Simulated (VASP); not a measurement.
A run of VASP 6.6.1 is set up as follows.

INCAR

```
  ALGO = Normal
  EDIFF = 1E-6
  ENCUT = 520
  GGA = PS
  ISIF = 2
  ISMEAR = 0
  LASPH = T
  LCHARG = F
  LREAL = F
  LWAVE = F
  NBANDS = 14
  NELM = 100
  PREC = Accurate
  SIGMA = 0.05
```

Contents of KPOINTS:

```
k-points
0
Gamma
  8 8 8
```

File POSCAR:

```
NaF
1.0
    0.0000000000      2.3233000000      2.3233000000
    2.3233000000      0.0000000000      2.3233000000
    2.3233000000      2.3233000000      0.0000000000
Na F
1 1
Direct
    0.0031063050      0.0031063050      0.0031063050
    0.5000000000      0.5000000000      0.5000000000
```

Potentials or basis: VASP PAW PBE potentials, release 64 (Na_pv, F).

Run with:

```bash
$ cat potpaw_PBE.64/Na_pv/POTCAR potpaw_PBE.64/F/POTCAR > POTCAR
$ mpirun -np 1 vasp_std > vasp.out
```

Question: Predict the band gap on the k mesh.

Answer: 6.12 eV, direct.

Question: Predict the pressure.

Answer: -0.6 GPa.

Question: Predict the largest force.

Answer: 0.054 eV/Å.

Forces on the atoms (eV/Å):
```
Na  -0.031 -0.031 -0.031
F    0.031  0.031  0.031
```

Caveat: the cell differs from its parent crystal (all Na atoms moved +0.025 Å, as atom 1 along Cartesian [1 1 1]); the PAW data sets were made with another functional, which shifts forces and pressure a little.
